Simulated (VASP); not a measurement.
ZrB: relaxation of cell and atoms with LDA+U

Crystal: ZrB.

```
CELL_PARAMETERS angstrom
0.00000 2.32500 2.32500
2.32500 0.00000 2.32500
2.32500 2.32500 0.00000
ATOMIC_POSITIONS crystal
Zr 0.00000 0.00000 0.00000
B 0.50000 0.50000 0.50000
```

```json
{
 "Program": "VASP 6.6.1",
 "Task": "relaxation of cell and atoms",
 "Functional": "LDA",
 "Potentials or basis": "VASP PAW LDA potentials, release 64 (Zr_sv, B)",
 "Cutoff": "600 eV",
 "k mesh": "10 × 10 × 10",
 "Occupations": "fermi-dirac, width 0.05 eV",
 "Spin": "no spin polarisation",
 "Hubbard terms": "Zr d U = 1.0 eV",
 "Dipole correction": "no",
 "Further INCAR settings": "ALGO = Normal; EDIFF = 1e-06; IBRION = 2; EDIFFG = -0.01; NSW = 60; ISIF = 3"
}
```

```
Relaxed volume                         : 14.30 Å³/atom
Relaxed cell                           : a = 3.432 Å, b = 3.432 Å, c = 3.432 Å, α = 60.00°, β = 60.00°, γ = 60.00°
Space group after relaxing (to 0.05 Å) : Fm-3m (No. 225)
Energy gained by relaxing              : 139.5 meV/atom
Ionic steps                            : 17
Pressure after relaxing                : 0.0 GPa
```

The path:
| step | energy change (eV) | largest force (eV/Å) | pressure (GPa) | volume (Å³) |
| --- | --- | --- | --- | --- |
| 1 | 0.0000 | 0.0000 | 28.69 | 25.14 |
| 2 | 0.1690 | 0.0000 | -21.93 | 34.25 |
| 3 | -0.2786 | 0.0000 | -0.95 | 28.75 |
| 4 | -0.2790 | 0.0000 | -0.12 | 28.62 |
| 5 | -0.2790 | 0.0000 | 0.32 | 28.54 |
| 6 | -0.2790 | 0.0000 | 0.34 | 28.54 |
| 7 | -0.2790 | 0.0000 | 0.31 | 28.55 |
| 8 | -0.2790 | 0.0000 | 0.30 | 28.55 |
| 9 | -0.2790 | 0.0000 | 0.29 | 28.55 |
| 10 | -0.2790 | 0.0000 | 0.29 | 28.55 |
| 11 | -0.2790 | 0.0000 | 0.29 | 28.55 |
| 12 | -0.2790 | 0.0000 | 0.29 | 28.55 |
| 13 | -0.2790 | 0.0000 | 0.30 | 28.55 |
| 14 | -0.2790 | 0.0000 | 0.30 | 28.55 |
| 15 | -0.2790 | 0.0000 | 0.24 | 28.56 |
| 16 | -0.2790 | 0.0000 | 0.19 | 28.57 |
| 17 | -0.2790 | 0.0000 | 0.05 | 28.59 |

Final structure:
```xyz
2
Lattice="0.0000 2.4270 2.4270 2.4270 0.0000 2.4270 2.4270 2.4270 0.0000" Properties=species:S:1:pos:R:3 pbc="T T T"
Zr    0.0000    0.0000    0.0000
B     2.4270    2.4270    2.4270
```

Levels at points of the mesh, in eV from the Fermi level:
```
           k point  band 4  band 5  band 6  band 7  band 8  band 9  band 10  band 11
(0.00, 0.00, 0.00)  -25.23   -8.07    1.83    1.83    1.83    3.28     3.28     3.45
(0.50, 0.00, 0.00)  -25.30   -3.99   -3.90   -1.19   -1.19    5.07     5.07     6.34
(0.50, 0.50, 0.00)  -25.45   -6.07   -0.80   -0.75    2.09    2.09     4.78     6.05
```

Eigenvalues of the final occupation matrices:
| site | spin | trace | eigenvalues |
| --- | --- | --- | --- |
| site 1 d | 1 | 0.84 | 0.13 0.13 0.13 0.23 0.23 |
| site 1 d | 2 | 0.84 | 0.13 0.13 0.13 0.23 0.23 |

Wall time 46 s on 1 thread of Intel(R) Xeon(R) 6975P-C (Granite Rapids) (shared host), peak memory 0.16 GiB.

Caveat: the volume moved by +14 % from the deposited cell, more than functionals usually miss; U without spin polarisation on a metal has little footing; the U is typed as a test and isn't derived for this compound.
